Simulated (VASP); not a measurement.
# Te (Pm-3m) in VASP: a series of runs

The runs below take Te through single point, with PBE.

Everything below comes from runs of VASP 6.6.1. Logs are shortened: lines on timing, memory, paths and dates and some standing lists are left out, and cuts for length are marked.

## Step 1: The cell of the first run

Symmetry: Pm-3m, No. 221, cubic system. The conventional cell has a = 2.701 Å, b = 2.701 Å, c = 2.701 Å, α = 90.00°, β = 90.00°, γ = 90.00°. Within 3.6 Å of Te (site symmetry m-3m) lie 6 Te at 2.70 Å.

## Step 2: Single point, PBE (volume scaled by 0.6)

Contents of INCAR:

```
SYSTEM = Te
PREC = Accurate
ENCUT = 520
EDIFF = 1E-6
ISMEAR = -1
SIGMA = 0.08
LREAL = .FALSE.
LASPH = .TRUE.
NELM = 60
ALGO = Normal
ISIF = 2
LWAVE = .FALSE.
LCHARG = .TRUE.
GGA = PE
LELF = .TRUE.
LVHAR = .TRUE.
NBANDS = 9
```

Contents of KPOINTS:

```
Automatic mesh
0
G
  12 12 12
  0 0 0
```

Contents of POSCAR:

```
Te
1.0
    2.7010557673      0.0000000000      0.0000000000
    0.0000000000      2.7010557673      0.0000000000
    0.0000000000      0.0000000000      2.7010557673
Te
1
Direct
    0.0000000000      0.0000000000      0.0000000000
```

Potentials or basis: VASP PAW PBE potentials, release 64 (Te).

Run with:

```
$ cat potpaw_PBE.64/Te/POTCAR > POTCAR
$ mpirun -np 1 vasp_std > vasp.out
```

OUTCAR:

```text
SYSTEM = Te
   PREC = Accurate
   ENCUT = 520
   EDIFF = 1E-6
   ISMEAR = -1
   LREAL = .FALSE.
   LASPH = .TRUE.
   NELM = 60
   ISIF = 2
   GGA = PE

 ion  position               nearest neighbor table
   1  0.000  0.000  0.000-

  LATTYP: Found a simple cubic cell.
 ALAT       =     2.7010557673

  Lattice vectors:

 A1 = (   2.7010557673,   0.0000000000,   0.0000000000)
 A2 = (   0.0000000000,   2.7010557673,   0.0000000000)
 A3 = (   0.0000000000,   0.0000000000,   2.7010557673)

Analysis of symmetry for initial positions (statically):
=====================================================================
 Subroutine PRICEL returns:
 Original cell was already a primitive cell.

 Routine SETGRP: Setting up the symmetry group for a
 simple cubic supercell.

 Subroutine GETGRP returns: Found 48 space group operations
 (whereof 48 operations were pure point group operations)
 out of a pool of 48 trial point group operations.

The static configuration has the point symmetry O_h .

Analysis of symmetry for dynamics (positions and initial velocities):
=====================================================================
 Subroutine PRICEL returns:
 Original cell was already a primitive cell.

 Routine SETGRP: Setting up the symmetry group for a
 simple cubic supercell.

 Subroutine GETGRP returns: Found 48 space group operations
 (whereof 48 operations were pure point group operations)
 out of a pool of 48 trial point group operations.

The dynamic configuration has the point symmetry O_h .

 Subroutine INISYM returns: Found 48 space group operations
 (whereof 48 operations are pure point group operations),
 and found     1 'primitive' translations

----------------------------------------------------------------------------------------

                                     Primitive cell

  volume of cell :      19.7061

  direct lattice vectors                    reciprocal lattice vectors
     2.701055767  0.000000000  0.000000000     0.370225603  0.000000000  0.000000000
     0.000000000  2.701055767  0.000000000     0.000000000  0.370225603  0.000000000
     0.000000000  0.000000000  2.701055767     0.000000000  0.000000000  0.370225603

  length of vectors
     2.701055767  2.701055767  2.701055767     0.370225603  0.370225603  0.370225603

  position of ions in fractional coordinates (direct lattice)
     0.000000000  0.000000000  0.000000000

  ion indices of the primitive-cell ions
   primitive index   ion index
                 1           1

----------------------------------------------------------------------------------------

 KPOINTS: Automatic mesh

Automatic generation of k-mesh.
 Grid dimensions read from file:
 generate k-points for:   12   12   12

 Generating k-lattice:

  Cartesian coordinates                     Fractional coordinates (reciprocal lattice)
     0.030852134  0.000000000  0.000000000     0.083333333  0.000000000  0.000000000
     0.000000000  0.030852134  0.000000000     0.000000000  0.083333333  0.000000000
     0.000000000  0.000000000  0.030852134     0.000000000  0.000000000  0.083333333

  Length of vectors
     0.030852134  0.030852134  0.030852134

  Shift w.r.t. Gamma in fractional coordinates (k-lattice)
     0.000000000  0.000000000  0.000000000

 Subroutine IBZKPT returns following result:
 ===========================================

 Found     84 irreducible k-points:

 Following reciprocal coordinates:
            Coordinates               Weight
  0.000000  0.000000  0.000000      1.000000
  0.083333  0.000000  0.000000      6.000000
  0.166667  0.000000  0.000000      6.000000
  0.250000  0.000000  0.000000      6.000000
  0.333333  0.000000  0.000000      6.000000
  0.416667  0.000000  0.000000      6.000000
[... 16 lines left out ...]
  0.333333  0.333333  0.000000     12.000000
  0.416667  0.333333  0.000000     24.000000
 [... further k-points ...]
   k-points           NKPTS =     84   k-points in BZ     NKDIM =     84   number of bands    NBANDS=      9
   number of dos      NEDOS =    301   number of ions     NIONS =      1
   total plane-waves  NPLWV =   8000
   dimension x,y,z NGX =    20 NGY =   20 NGZ =   20
   dimension x,y,z NGXF=    40 NGYF=   40 NGZF=   40
   ions per type =               1
   NGX,Y,Z   is equivalent  to a cutoff of  12.31, 12.31, 12.31 a.u.
   NGXF,Y,Z  is equivalent  to a cutoff of  24.62, 24.62, 24.62 a.u.
 SYSTEM =  Te
   PREC   = accura    normal or accurate (medium, high low for compatibility)
   ISTART =      0    job   : 0-new  1-cont  2-samecut
   ICHARG =      2    charge: 1-file 2-atom 10-const
   ISPIN  =      1    spin polarized calculation?
   LNONCOLLINEAR =      F non collinear calculations
   LSORBIT =      F    spin-orbit coupling
   LASPH  =      T    aspherical Exc in radial PAW
   ENCUT  =  520.0 eV  38.22 Ry    6.18 a.u.   5.02  5.02  5.02*2*pi/ulx,y,z
   NELM   =     60;   NELMIN=  2; NELMDL= -5     # of ELM steps
   EDIFF  = 0.1E-05   stopping-criterion for ELM
   LREAL  =      F    real-space projection
   EDIFFG = 0.1E-04   stopping-criterion for IOM
   NSW    =      0    number of steps for IOM
   IBRION =     -1    ionic relax: 0-MD 1-quasi-New 2-CG
   NFREE  =      0    steps in history (QN), initial steepest desc. (CG)
   ISIF   =      2    stress and relaxation
   ISYM   =      2    0-nonsym 1-usesym 2-fastsym
   POTIM  = 0.5000    time-step for ionic-motion
   TEBEG  =    0.0;   TEEND  =   0.0 temperature during run
   PSTRESS=    0.0 pullay stress
   NELECT =       6.0000    total number of electrons
   NUPDOWN=      -1.0000    fix difference up-down
   EMIN   =  10.00;   EMAX   =-10.00  energy-range for DOS
   EFERMI =   0.00;   METHOD = LEGACY
   ISMEAR =    -1;   SIGMA  =   0.08  broadening in eV -4-tet -1-fermi 0-gaus
   EFERMI_NEDOS =   21; number of points for ismear=-14 and -15
   IALGO  =     38    algorithm
   IMIX   =      4    mixing-type and parameters
     AMIX     =   0.40;   BMIX     =  1.00
     AMIX_MAG =   1.60;   BMIX_MAG =  1.00
  volume/ion in A,a.u.               =      19.71       132.98
  Fermi-wavevector in a.u.,A,eV,Ry     =   1.101349  2.081248 16.503459  1.212970
  Thomas-Fermi vector in A             =   2.237775
   LORBIT       =      0    0 simple, 1 ext, 2 COOP (PROOUT), +10 PAW based schemes
   GGA     = PE    functional components
   LHFCALC =     F    Hartree Fock is set to
   AEXX    =    0.0000 exact exchange contribution
   IVDW    =     0    specifies the selected vdW correction
   LEPSILON=     F    determine dielectric tensor
   LRPA    =     F    only Hartree local field effects (RPA)
 non-spin polarized calculation
  energy-cutoff  :      520.00
  volume of cell :       19.71
 maximum number of plane-waves:       552
   NGX = 11   NGY = 11   NGZ = 11

 number of electron       6.0000001 magnetization

 Free energy of the ion-electron system (eV)
  ---------------------------------------------------
  ext. energy  EPLUGINS =         0.00000000
  ---------------------------------------------------
  free energy    TOTEN  =        -1.02658102 eV

  energy without entropy =       -1.01388260  energy(sigma->0) =       -1.02023181

 E-fermi :  14.8446     XC(G=0): -11.6458

 val. band max:       14.8188857601   @ k =   0.4167   0.1667   0.1667
 cond. band min:      14.8729397411   @ k =   0.4167   0.4167   0.0000
 fundamental gap:      0.0540539810
 Fermi energy:        14.8446207787

 k-point     1 :       0.0000    0.0000    0.0000
  band No.  band energies     occupation
      1      -4.1146      2.00000
      2      16.4401      0.00000
      3      16.4401      0.00000
      4      16.4401      0.00000
      5      20.2392      0.00000
      6      20.2392      0.00000
      7      23.6783      0.00000
      8      34.3991      0.00000
      9      34.3991      0.00000

 k-point     2 :       0.0833    0.0000    0.0000
  band No.  band energies     occupation
      1      -3.9717      2.00000
      2      14.7049      1.70314
      3      16.5912      0.00000
      4      16.5912      0.00000
      5      20.3368      0.00000
      6      21.4287      0.00000
      7      24.4678      0.00000
      8      33.2017      0.00000
      9      33.4093      0.00000

 k-point     3 :       0.1667    0.0000    0.0000
  band No.  band energies     occupation
      1      -3.5454      2.00000
      2      11.9234      2.00000
      3      17.0312      0.00000
      4      17.0312      0.00000
      5      20.6295      0.00000
      6      22.4015      0.00000
      7      26.9909      0.00000
      8      31.0956      0.00000
      9      31.6442      0.00000

 k-point     4 :       0.2500    0.0000    0.0000
  band No.  band energies     occupation
      1      -2.8466      2.00000
      2       9.1956      2.00000
      3      17.7153      0.00000
      4      17.7153      0.00000
      5      21.1170      0.00000
      6      23.0225      0.00000
      7      29.0518      0.00000
      8      29.7902      0.00000
      9      29.7905      0.00000

 k-point     5 :       0.3333    0.0000    0.0000
  band No.  band energies     occupation
      1      -1.9129      2.00000
      2       6.7463      2.00000
      3      18.5473      0.00000
      4      18.5473      0.00000
      5      21.7920      0.00000
      6      23.6677      0.00000
      7      27.2291      0.00000
      8      28.0833      0.00000
      9      28.0833      0.00000

 k-point     6 :       0.4167    0.0000    0.0000
  band No.  band energies     occupation
      1      -0.8856      2.00000
      2       4.7871      2.00000
      3      19.3231      0.00000
      4      19.3231      0.00000
      5      22.6060      0.00000
      6      24.3266      0.00000
      7      25.7176      0.00000
      8      26.7720      0.00000
      9      26.7720      0.00000
[... 169 lines left out ...]
 k-point    21 :       0.4167    0.2500    0.0000
  band No.  band energies     occupation
      1       0.3972      2.00000
      2       5.9396      2.00000
      3      12.1727      2.00000
      4      18.3798      0.00000
      5      20.7080      0.00000
      6      24.7002      0.00000
      7      27.1325      0.00000
      8      27.6656      0.00000
      9      32.1633      0.00000

 k-point    22 :       0.5000    0.2500    0.0000
  band No.  band energies     occupation
      1       0.9799      2.00000
      2       5.0497      2.00000
      3      12.5735      2.00000
      4      17.7299      0.00000
      5      21.0808      0.00000
      6      25.7825      0.00000
      7      25.8567      0.00000
      8      27.1172      0.00000
      9      32.5840      0.00000

 k-point    23 :       0.3333    0.3333    0.0000
  band No.  band energies     occupation
      1       0.3044      2.00000
      2       8.2165      2.00000
      3       9.3775      2.00000
      4      17.9053      0.00000
      5      20.7766      0.00000
      6      24.5116      0.00000
      7      28.5970      0.00000
      8      29.6697      0.00000
      9      29.7112      0.00000

 k-point    24 :       0.4167    0.3333    0.0000
  band No.  band energies     occupation
      1       1.3627      2.00000
      2       6.6958      2.00000
      3       9.7014      2.00000
      4      16.3642      0.00000
      5      21.6229      0.00000
      6      25.4091      0.00000
      7      27.6732      0.00000
      8      28.3368      0.00000
      9      30.4623      0.00000

 [... further k-points ...]
[... 5 lines left out ...]
  --------------------------------------------------------------------------------------
  -------------------------------------------------------------------------------------
  Total        9.4674963      9.4674963      9.4674963     -0.0000000     -0.0000000      0.0000000
  in kB      769.7418076    769.7418076    769.7418076     -0.0000000     -0.0000000      0.0000000
  external PRESSURE =     769.7418076 kB  Pullay stress =       0.0000000 kB

 VOLUME and BASIS-vectors are now :
 -----------------------------------------------------------------------------
  energy-cutoff  :      520.00
  volume of cell :       19.71
      direct lattice vectors                 reciprocal lattice vectors
     2.701055767  0.000000000  0.000000000     0.370225603  0.000000000  0.000000000
     0.000000000  2.701055767  0.000000000     0.000000000  0.370225603  0.000000000
     0.000000000  0.000000000  2.701055767     0.000000000  0.000000000  0.370225603

 POSITION                                       TOTAL-FORCE (eV/Angst)
 -----------------------------------------------------------------------------------
      0.00000      0.00000      0.00000         0.000000      0.000000      0.000000
 -----------------------------------------------------------------------------------
    total drift:                               -0.000000     -0.000000      0.000000

  FREE ENERGIE OF THE ION-ELECTRON SYSTEM (eV)
  ---------------------------------------------------
  free  energy   TOTEN  =        -1.0265810175 eV

  energy  without entropy=       -1.0138826024  energy(sigma->0) =       -1.02023181
```

It took 7.2 s on 1 thread of Intel Xeon Platinum 8488C (Sapphire Rapids), shared host; peak memory 0.13 GiB.

What came out:

| Property | Result |
| --- | --- |
| Free energy | -1.0266 eV |
| Pressure | 77.0 GPa |
| Band gap on the k mesh | zero (band 3 reaches 19.67 eV, above the bottom of band 4 at 9.65 eV) |

Caveat: spin-orbit coupling is left out, which moves the levels of the heavy elements.

(Part 1 of 2 ends here.)
